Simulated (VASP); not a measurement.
## La2PBr2: single point with LDA

Crystal: La2PBr2.

```
CELL_PARAMETERS angstrom
4.26955 0.00000 0.00000
-2.13477 3.69754 0.00000
0.00000 0.00000 10.20334
ATOMIC_POSITIONS crystal
La 0.33333 0.66667 0.83934
La 0.66667 0.33333 0.16066
P 0.00000 0.00000 0.00000
Br 0.66667 0.33333 0.65640
Br 0.33333 0.66667 0.34360
```

* Program: VASP 6.6.1
* Task: single point
* Functional: LDA
* Potentials or basis: VASP PAW LDA potentials, release 64 (La, P, Br)
* Cutoff: 520 eV
* k mesh: 6 × 6 × 3
* Occupations: fermi-dirac, width 0.1 eV
* Spin: no spin polarisation

```json
{
  "Pressure": "-3.2 GPa",
  "Largest force": "0.331 eV/Å"
}
```

Forces on the atoms (eV/Å):
```
La   0.000  0.000  0.041
La   0.000  0.000 -0.041
P    0.000  0.000  0.000
Br   0.000  0.000  0.331
Br   0.000  0.000 -0.331
```

Levels at points of the mesh, in eV from the Fermi level:
| k point | band 18 | band 19 | band 20 | band 21 | band 22 | band 23 |
| --- | --- | --- | --- | --- | --- | --- |
| (0.00, 0.00, 0.00) | -2.33 | -2.00 | -2.00 | 0.74 | 0.81 | 0.81 |
| (0.50, 0.00, 0.00) | -2.57 | -2.14 | -2.00 | -0.74 | 1.25 | 1.29 |

It took 88 s on 1 thread of Intel(R) Xeon(R) Platinum 8259CL CPU @ 2.50GHz (Skylake/Cascade Lake), with other jobs on the host, peak memory 0.27 GiB.

Caveat: spin-orbit coupling is left out, which moves the levels of the heavy elements; an odd number of electrons without spin polarisation forces a metal; a magnetic or distorted state may lie lower.
